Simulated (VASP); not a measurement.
# SiGe3Ru2: single point with PBE

SiGe3Ru2:

```
Si Ge Ru
1.0
     3.60192    0.00000    0.00000
     0.00000    3.60192    0.00000
     0.00000    0.00000    9.16424
Si Ge Ru
1 3 2
Direct
  0.00000 0.00000 0.00000
  0.50000 0.50000 0.70644
  0.50000 0.50000 0.29356
  0.50000 0.50000 0.00000
  0.00000 0.50000 0.50000
  0.50000 0.00000 0.50000
```

The cell was generated, and may not be a known phase.

```yaml
Program: VASP 6.6.1
Task: single point
Functional: PBE
Potentials_or_basis: VASP PAW PBE potentials, release 64 (Si, Ge_d, Ru_pv)
Cutoff: 520 eV
k_mesh: 4 × 4 × 4
Occupations: gaussian, width 0.1 eV
Spin: no spin polarisation
Dipole_correction: no
Further_INCAR_settings: ALGO = Normal; EDIFF = 1e-07; NBANDS = 46
```

```yaml
Pressure: -0.1 GPa
Largest_force: 0.006 eV/Å
Band_gap_on_the_k_mesh: zero (bands 37 and 38 overlap by 1.56 eV)
```

Forces on the atoms (eV/Å):
```
Si   0.000  0.000  0.000
Ge   0.000  0.000  0.006
Ge   0.000  0.000 -0.006
Ge   0.000  0.000  0.000
Ru   0.000  0.000  0.000
Ru   0.000  0.000  0.000
```

Stress tensor (GPa, compression positive):
```
-0.11  0.00  0.00
 0.00 -0.11  0.00
 0.00  0.00  0.04
```

Levels at points of the mesh, in eV from the Fermi level:
```
           k point  band 34  band 35  band 36  band 37  band 38  band 39  band 40  band 41
(0.00, 0.00, 0.00)    -0.62    -0.21     0.01     0.01     1.37     1.99     1.99     2.27
(0.50, 0.00, 0.00)    -1.39    -1.20    -1.05    -0.92     0.44     1.04     1.06     1.69
(0.50, 0.50, 0.00)    -1.37    -1.37    -1.01    -1.01     0.16     0.19     0.68     0.72
(0.00, 0.00, 0.50)    -0.62     0.01     0.01     0.73     1.37     1.40     1.67     1.67
(0.50, 0.00, 0.50)    -1.83    -1.39    -1.10    -0.46    -0.31     0.09     1.13     1.71
(0.50, 0.50, 0.50)    -1.59    -1.02    -1.02    -0.83    -0.83     0.19     0.26     0.72
```

Run time: 99 s on 1 thread of Intel(R) Xeon(R) Platinum 8488C (Sapphire Rapids), on a shared host, peak memory 0.27 GiB.

Caveat: the k points lie up to 0.44 Å⁻¹ apart, too coarse for converged energies and pressures of a metal.
